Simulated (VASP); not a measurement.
A run of VASP 6.6.1:

File INCAR:

```
  PREC = Accurate
  ENCUT = 600
  EDIFF = 1E-6
  ISMEAR = -1
  SIGMA = 0.05
  LREAL = F
  LASPH = T
  NELM = 80
  ALGO = Normal
  ISIF = 3
  LWAVE = F
  LCHARG = F
  GGA = B5
  ALDAX = 1.0
  AGGAX = 1.0
  AGGAC = 1.0
  ALDAC = 0.0
  IBRION = 2
  NSW = 80
  EDIFFG = -0.02
```

Contents of KPOINTS:

```
Automatic mesh
0
Gamma
  11 11 6
```

POSCAR

```
Re
1.0
    2.7608000000      0.0000000000      0.0000000000
   -1.3804000000      2.3909229348      0.0000000000
    0.0000000000      0.0000000000      4.4582000000
Re
2
Direct
    0.6666666667      0.3333333333      0.7500000000
    0.3333333333      0.6666666667      0.2500000000
```

Potentials or basis: VASP PAW PBE potentials, release 64 (Re).

Launch:

```sh
$ cat potpaw_PBE.64/Re/POTCAR > POTCAR
$ mpirun -np 1 vasp_std > vasp.out
```

Hardware: 1 thread of AMD EPYC 7R43 64-Core Processor (Zen 3), on a shared host.

Estimate the wall time of this run.

Run time: 4.6 min on 1 thread of AMD EPYC 7R43 64-Core Processor (Zen 3), on a shared host, peak memory 0.14 GiB. Counts: scf iterations 56, k points 64, ion steps 9.
